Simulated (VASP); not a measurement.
# GaN in VASP: further runs, part 2 of 2

VASP 6.6.1. The steps go on from the part before.

## (3) Single point, r2SCAN (strain along [111] -0.5%)

Input file POSCAR:

```
GaN
1.0
   -0.0074965085      2.2414560402      2.2414560402
    2.2414560402     -0.0074965085      2.2414560402
    2.2414560402      2.2414560402     -0.0074965085
Ga N
1 1
Direct
   -0.0002488040     -0.0002488040     -0.0002488040
    0.2502488040      0.2502488040      0.2502488040
```

Input file INCAR.step1:

```
  PREC = Accurate
  ENCUT = 520
  ISMEAR = 0
  SIGMA = 0.01
  LREAL = False
  LASPH = True
  NELM = 60
  NBANDS = 16
  GGA = PE
  ALGO = Normal
  EDIFF = 1E-4
  LWAVE = True
  LCHARG = False
```

Input file INCAR.step2:

```
  PREC = Accurate
  ENCUT = 520
  EDIFF = 1E-6
  ISMEAR = 0
  SIGMA = 0.01
  LREAL = False
  LASPH = True
  NELM = 60
  ALGO = Normal
  ISIF = 2
  LWAVE = False
  LCHARG = True
  METAGGA = R2SCAN
  LMIXTAU = True
  LELF = True
  LVHAR = True
  NBANDS = 16
  ISTART = 1
```

Input file KPOINTS:

```
Automatic mesh
0
Gamma
  10 10 10
```

Potentials or basis: VASP PAW PBE potentials, release 64 (Ga_d, N).

The run is started by

```
cat potpaw_PBE.64/Ga_d/POTCAR potpaw_PBE.64/N/POTCAR > POTCAR
cp INCAR.step1 INCAR
mpirun -np 1 vasp_std > vasp.out
cp INCAR.step2 INCAR
mpirun -np 1 vasp_std > vasp.out
```

OUTCAR:

```text
PREC = Accurate
   ENCUT = 520
   EDIFF = 1E-6
   ISMEAR = 0
   LREAL = False
   LASPH = True
   NELM = 60
   ISIF = 2
   METAGGA = R2SCAN
   ISTART = 1

 ion  position               nearest neighbor table
   1  1.000  1.000  1.000-   2 1.94   2 1.95   2 1.95   2 1.95
   2  0.250  0.250  0.250-   1 1.94   1 1.95   1 1.95   1 1.95

  LATTYP: Found a trigonal (rhomboedric) cell.
 ALAT       =     3.1699063958
 COS(alpha) =     0.4966527407

  Lattice vectors:

[... 642 lines left out ...]

------------------------ aborting loop because EDIFF is reached ----------------------------------------

  FORCE on cell =-STRESS in cart. coord.  units (eV):
  Direction    XX          YY          ZZ          XY          YZ          ZX
  --------------------------------------------------------------------------------------
  -------------------------------------------------------------------------------------
  Total        0.3192043      0.3192043      0.3192043      0.0754029      0.0754029      0.0754029
  in kB       22.5935971     22.5935971     22.5935971      5.3370917      5.3370917      5.3370917
  external PRESSURE =      22.5935971 kB  Pullay stress =       0.0000000 kB

 VOLUME and BASIS-vectors are now :
 -----------------------------------------------------------------------------
  energy-cutoff  :      520.00
  volume of cell :       22.64
      direct lattice vectors                 reciprocal lattice vectors
    -0.007496509  2.241456040  2.241456040    -0.221953317  0.222698127  0.222698127
     2.241456040 -0.007496509  2.241456040     0.222698127 -0.221953317  0.222698127
     2.241456040  2.241456040 -0.007496509     0.222698127  0.222698127 -0.221953317

 POSITION                                       TOTAL-FORCE (eV/Angst)
 -----------------------------------------------------------------------------------
      4.47430      4.47430      4.47430        -0.001543     -0.001543     -0.001543
      1.11997      1.11997      1.11997         0.001543      0.001543      0.001543
 -----------------------------------------------------------------------------------
    total drift:                               -0.000689     -0.000689     -0.000688

  FREE ENERGIE OF THE ION-ELECTRON SYSTEM (eV)
  ---------------------------------------------------
  free  energy   TOTEN  =       -21.8947554173 eV

  energy  without entropy=      -21.8947554173  energy(sigma->0) =      -21.89475542
```

OUTCAR.step1:

```text
PREC = Accurate
   ENCUT = 520
   ISMEAR = 0
   LREAL = False
   LASPH = True
[... 678 lines left out ...]
      4.47430      4.47430      4.47430        -0.002342     -0.002342     -0.002342
      1.11997      1.11997      1.11997         0.002342      0.002342      0.002342
 -----------------------------------------------------------------------------------
    total drift:                               -0.000029     -0.000029     -0.000029

  FREE ENERGIE OF THE ION-ELECTRON SYSTEM (eV)
  ---------------------------------------------------
  free  energy   TOTEN  =       -12.1330116427 eV

  energy  without entropy=      -12.1330116427  energy(sigma->0) =      -12.13301164
```

OSZICAR.step1:

```text
N       E                     dE             d eps       ncg     rms          rms(c)
DAV:   1     0.796318385385E+02    0.79632E+02   -0.93907E+03  4200   0.200E+03
DAV:   2    -0.857986766964E+01   -0.88212E+02   -0.82281E+02  4264   0.327E+02
DAV:   3    -0.140877947568E+02   -0.55079E+01   -0.54866E+01  4208   0.695E+01
DAV:   4    -0.141509017243E+02   -0.63107E-01   -0.63096E-01  4840   0.789E+00
DAV:   5    -0.141516815178E+02   -0.77979E-03   -0.77979E-03  4280   0.772E-01    0.776E+00
DAV:   6    -0.121309998602E+02    0.20207E+01   -0.48960E+00  5640   0.401E+01    0.268E+00
DAV:   7    -0.121405688604E+02   -0.95690E-02   -0.32528E-01  4080   0.655E+00    0.177E+00
DAV:   8    -0.121368833266E+02    0.36855E-02   -0.55931E-02  4192   0.328E+00    0.776E-01
DAV:   9    -0.121327632675E+02    0.41201E-02   -0.14442E-02  5648   0.278E+00    0.195E-01
DAV:  10    -0.121331081546E+02   -0.34489E-03   -0.15488E-03  4264   0.555E-01    0.940E-02
DAV:  11    -0.121330048081E+02    0.10335E-03   -0.26965E-04  3704   0.259E-01    0.880E-03
DAV:  12    -0.121330116427E+02   -0.68347E-05   -0.47960E-05  2032   0.822E-02
   1 F= -.12133012E+02 E0= -.12133012E+02  d E =-.290341-109
```

It took 2 min on 1 thread of AMD EPYC 7R43 (Zen 3), shared host; peak memory 0.14 GiB.

What came out:

```
Free energy            : -21.8948 eV
Pressure               : 2.3 GPa
Band gap on the k mesh : 2.17 eV, direct
```

Forces in eV/Å, atoms in the order of the input:
```
Ga  -0.002 -0.002 -0.002
N    0.002  0.002  0.002
```

Caveat: the cell differs from its parent crystal (strain along [111] -0.5%); the PAW data sets were made with another functional, which shifts forces and pressure a little.

## (4) Single point, r2SCAN (shear xy strain -1.0%)

Input file POSCAR:

```
GaN
1.0
   -0.0112447627      2.2489525487      2.2489525487
    2.2489525487     -0.0112447627      2.2489525487
    2.2377077859      2.2377077859      0.0000000000
Ga N
1 1
Direct
   -0.0007240356     -0.0007240356      0.0007240356
    0.2507240356      0.2507240356      0.2492759644
```

Input file INCAR.step1:

```
PREC = Accurate ; ENCUT = 520
ISMEAR = 0 ; SIGMA = 0.01
LREAL = F ; LASPH = T
NELM = 100 ; NBANDS = 16
GGA = PE ; ALGO = Normal
EDIFF = 1E-4 ; LWAVE = T
LCHARG = F
```

Input file INCAR.step2:

```
PREC = Accurate ; ENCUT = 520
EDIFF = 1E-6 ; ISMEAR = 0
SIGMA = 0.01 ; LREAL = F
LASPH = T ; NELM = 100
ALGO = Normal ; ISIF = 2
LWAVE = F ; LCHARG = F
METAGGA = R2SCAN ; LMIXTAU = T
NBANDS = 16 ; ISTART = 1
```

Input file KPOINTS:

```
regular mesh
0
Gamma
  10 10 10
```

The run is started by

```
cat potpaw_PBE.64/Ga_d/POTCAR potpaw_PBE.64/N/POTCAR > POTCAR
cp INCAR.step1 INCAR
mpirun -np 1 vasp_std > vasp.out
cp INCAR.step2 INCAR
mpirun -np 1 vasp_std > vasp.out
```

It took 4.6 min on 1 thread of AMD EPYC 7R43 (Zen 3), shared host; peak memory 0.15 GiB.

It converged, with:

| Item | Value |
| --- | --- |
| Free energy | -21.8952 eV |
| Pressure | 1.1 GPa |
| Largest force | 0.003 eV/Å |
| Band gap on the k mesh | 2.12 eV, direct |

Forces in eV/Å, atoms in the order of the input:
```
Ga   0.000  0.000 -0.003
N    0.000  0.000  0.003
```

Stress tensor (GPa, compression positive):
```
1.12 1.61 0.00
1.61 1.12 0.00
0.00 0.00 1.11
```

Levels at points of the mesh, in eV from the valence-band top:
| k point | band 5 | band 6 | band 7 | band 8 | band 9 | band 10 | band 11 | band 12 | band 13 | band 14 |
| --- | --- | --- | --- | --- | --- | --- | --- | --- | --- | --- |
| (0.00, 0.00, 0.00) | -13.51 | -13.51 | -0.07 | -0.03 | 0.00 | 2.12 | 10.89 | 11.01 | 11.13 | 18.60 |
| (0.50, 0.00, 0.00) | -13.46 | -12.40 | -7.25 | -1.03 | -1.00 | 5.22 | 9.42 | 11.04 | 11.07 | 16.55 |
| (0.50, 0.50, 0.00) | -13.43 | -12.00 | -6.28 | -2.91 | -2.77 | 3.73 | 7.25 | 12.59 | 14.94 | 15.02 |
| (0.00, 0.00, 0.50) | -13.46 | -12.37 | -7.21 | -1.08 | -1.04 | 5.12 | 9.46 | 10.92 | 10.97 | 16.49 |
| (0.50, 0.00, 0.50) | -13.43 | -12.00 | -6.28 | -2.84 | -2.84 | 3.74 | 7.25 | 12.59 | 14.98 | 14.98 |

Caveat: the cell differs from its parent crystal (shear xy strain -1.0%); the PAW data sets were made with another functional, which shifts forces and pressure a little.

## (5) Single point, HSE06 (strain -3.0%)

Input file POSCAR:

```
GaN
1.0
    0.0000000000      2.1814839722      2.1814839722
    2.1814839722      0.0000000000      2.1814839722
    2.1814839722      2.1814839722      0.0000000000
Ga N
1 1
Direct
    0.0000000000      0.0000000000      0.0000000000
    0.2500000000      0.2500000000      0.2500000000
```

Input file INCAR.step1:

```
SYSTEM = GaN
PREC     = Accurate       ! precision mode
ENCUT    = 520            ! plane-wave cutoff, eV
EDIFF    = 1E-5           ! SCF threshold, eV
ISMEAR   = 0              ! smearing method
SIGMA    = 0.01           ! smearing width, eV
LREAL    = .False.        ! projectors in reciprocal space
LASPH    = .True.         ! aspherical terms in the spheres
NELM     = 80             ! most SCF steps
ALGO     = Normal         ! electronic algorithm
ISIF     = 2              ! what is computed and relaxed
LWAVE    = .True.         ! write WAVECAR
NBANDS   = 16             ! bands
GGA      = PE             ! functional
```

Input file INCAR.step2:

```
SYSTEM = GaN
PREC     = Accurate       ! precision mode
ENCUT    = 520            ! plane-wave cutoff, eV
EDIFF    = 1E-7           ! SCF threshold, eV
ISMEAR   = 0              ! smearing method
SIGMA    = 0.01           ! smearing width, eV
LREAL    = .False.        ! projectors in reciprocal space
LASPH    = .True.         ! aspherical terms in the spheres
NELM     = 80             ! most SCF steps
ALGO     = Normal         ! electronic algorithm
ISIF     = 2              ! what is computed and relaxed
LWAVE    = .False.        ! write WAVECAR
LCHARG   = .True.         ! write CHGCAR
GGA      = PE             ! functional
LHFCALC  = .True.         ! exact exchange
HFSCREEN = 0.2079         ! screening, 1/A
PRECFOCK = Normal       
LELF     = .True.         ! ELF
LVHAR    = .True.       
NBANDS   = 16             ! bands
ISTART   = 1
```

Input file KPOINTS:

```
regular mesh
0
Gamma
  6 6 6
  0 0 0
```

The run is started by

```
cat potpaw_PBE.64/Ga_d/POTCAR potpaw_PBE.64/N/POTCAR > POTCAR
cp INCAR.step1 INCAR
mpirun -np 1 vasp_std > vasp.out
cp INCAR.step2 INCAR
mpirun -np 1 vasp_std > vasp.out
```

It took 38 min on 1 thread of AMD EPYC 7R43 (Zen 3), shared host; peak memory 0.22 GiB.

Results (log left out):

```yaml
Free_energy: -14.6140 eV
Pressure: 21.7 GPa
Band_gap_on_the_k_mesh: 3.70 eV, direct
```

Levels at points of the mesh, in eV from the valence-band top:
```
           k point  band 6  band 7  band 8  band 9  band 10  band 11  band 12  band 13
(0.00, 0.00, 0.00)  -15.20    0.00    0.00    0.00     3.70    12.60    12.60    12.60
(0.50, 0.00, 0.00)  -13.60   -8.25   -1.17   -1.17     6.84    10.97    12.47    12.47
(0.50, 0.50, 0.00)  -13.07   -7.01   -3.28   -3.28     4.52     8.75    14.47    17.18
```

Caveat: the cell differs from its parent crystal (strain -3.0%); the PAW data sets were made with another functional, which shifts forces and pressure a little.

## (6) Overview

| level | cell | k mesh | smearing | grid for exact exchange (PRECFOCK) | screening parameter | gap on the mesh (eV) | pressure (GPa) |
| --- | --- | --- | --- | --- | --- | --- | --- |
| PBE | a = 3.181, b = 3.181, c = 3.165 Å, angles 60.2, 60.2, 60.3°, 2 atoms | 10 × 10 × 10 | fermi-dirac 0.02 eV | - | - | 1.73 | 6.3 |
| r2SCAN | a = 3.170 Å, angles 60.2°, 2 atoms | 10 × 10 × 10 | gaussian 0.01 eV | - | - | 2.17 | 2.3 |
| r2SCAN | a = 3.181, b = 3.181, c = 3.165 Å, angles 60.2, 60.2, 60.3°, 2 atoms | 10 × 10 × 10 | gaussian 0.01 eV | - | - | 2.12 | 1.1 |
| HSE06 | a = 3.085 Å, angles 60.0°, 2 atoms | 6 × 6 × 6 | gaussian 0.01 eV | Normal | 0.2079 1/Å | 3.70 | 21.7 |

Alike in all rows: task single point; potentials or basis VASP PAW PBE potentials, release 64 (Ga_d, N); no spin polarisation; cutoff (eV) 520.

Caveats: the PAW data sets were made with another functional, which shifts forces and pressure a little (some runs).

Absolute energies hang on the potentials; compare differences alone.
